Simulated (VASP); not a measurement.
Wanted: the native input for a VASP 6.6.1 run.

| Item | Value |
| --- | --- |
| Task | single point |
| Functional | r2SCAN |
| Dispersion | D4 |
| Potentials or basis | VASP PAW PBE potentials, release 64 (P, B) |
| Cutoff | 520 eV |
| k mesh | 10 × 10 × 10 |
| Occupations | fermi-dirac, width 0.05 eV |
| Spin | no spin polarisation |
| Dipole correction | no |
| Further INCAR settings | ALGO = Normal; EDIFF = 1e-07; NBANDS = 11 |

Crystal: BP.

```
P B
1.0
     0.00000    2.23833    2.23833
     2.23833    0.00000    2.23833
     2.23833    2.23833    0.00000
P B
1 1
Direct
  0.75000 0.75000 0.75000
  0.00000 0.00000 0.00000
```

The input as run:

POSCAR

```
BP
1.0
    0.0000000000      2.2383340787      2.2383340787
    2.2383340787      0.0000000000      2.2383340787
    2.2383340787      2.2383340787      0.0000000000
P B
1 1
Direct
    0.7500000000      0.7500000000      0.7500000000
    0.0000000000      0.0000000000      0.0000000000
```

INCAR.step1

```
SYSTEM = BP
PREC = Accurate ; ENCUT = 520
ISMEAR = -1 ; SIGMA = 0.05
LREAL = .FALSE. ; LASPH = .TRUE.
NELM = 100 ; NBANDS = 11
GGA = PE ; ALGO = Normal
EDIFF = 1E-4 ; LWAVE = .TRUE.
LCHARG = .FALSE.
```

INCAR.step2

```
SYSTEM = BP
PREC = Accurate ; ENCUT = 520
EDIFF = 1E-7 ; ISMEAR = -1
SIGMA = 0.05 ; LREAL = .FALSE.
LASPH = .TRUE. ; NELM = 100
ALGO = Normal ; ISIF = 2
LWAVE = .FALSE. ; LCHARG = .FALSE.
METAGGA = R2SCAN ; LMIXTAU = .TRUE.
IVDW = 13 ; VDW_S6 = 1.0
VDW_S8 = 0.6018749 ; VDW_A1 = 0.51559235
VDW_A2 = 5.77342911 ; NBANDS = 11
ISTART = 1
```

KPOINTS

```
Automatic mesh
0
G
  10 10 10
  0 0 0
```

Potentials or basis: VASP PAW PBE potentials, release 64 (P, B).

Run with:

```console
$ cat potpaw_PBE.64/P/POTCAR potpaw_PBE.64/B/POTCAR > POTCAR
$ cp INCAR.step1 INCAR
$ mpirun -np 1 vasp_std > vasp.out
$ cp INCAR.step2 INCAR
$ mpirun -np 1 vasp_std > vasp.out
```

It gave:

The pressure is 4.8 GPa. The band gap on the k mesh is 1.39 eV, indirect (least direct gap 3.71 eV). The dispersion energy per atom is -0.139 eV.

Caveat: the PAW data sets were made with another functional, which shifts forces and pressure a little.

Wall time 110 s on 1 thread of AMD EPYC 7R13, with other jobs on the host, peak memory 0.11 GiB.
